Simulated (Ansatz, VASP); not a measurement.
**B2C3: VASP beside Ansatz**

```
B C
1.0
     2.60332    0.00000    0.00000
    -1.30166    2.25454    0.00000
     0.00000    0.00000    5.22675
B C
2 3
Direct
  0.66667 0.33333 0.85261
  0.33333 0.66667 0.14739
  0.66667 0.33333 0.54882
  0.33333 0.66667 0.45118
  0.00000 0.00000 0.00000
```

Change from the starting cell: species swapped into the Ga3Ni2 type (P-3m1, No. 164).

Alike in both runs: functional PBE; k mesh 6 × 6 × 4; occupations gaussian, width 0.1 eV; no spin polarisation.

Ansatz relaxed the structure, and its values are those at the end. VASP's run is a single point on that final structure, the one shown.

|  | VASP | Ansatz |
| --- | --- | --- |
| version | VASP 6.6.1 | Ansatz 0.2.0 |
| potentials or method | VASP PAW PBE potentials, release 64 (B, C), cutoff 520 eV | scalar-relativistic, plane waves, PAW |
| valence electrons in the cell | 18 | 18 |

|  | VASP | Ansatz | Ansatz less VASP |
| --- | --- | --- | --- |
| gap on the k mesh at the Fermi level (eV) | 0.13 | 0.14 | +0.005 |
| least direct gap on the mesh (eV) | 1.62 | 1.63 | +0.006 |
| pressure (GPa) | 0.3 | 0.1 | -0.24 |
| rms of the force components (eV/Å) | 0.005 | 0.002 | -0.0033 |

The k mesh is coarse, so the values compare programs but aren't converged.
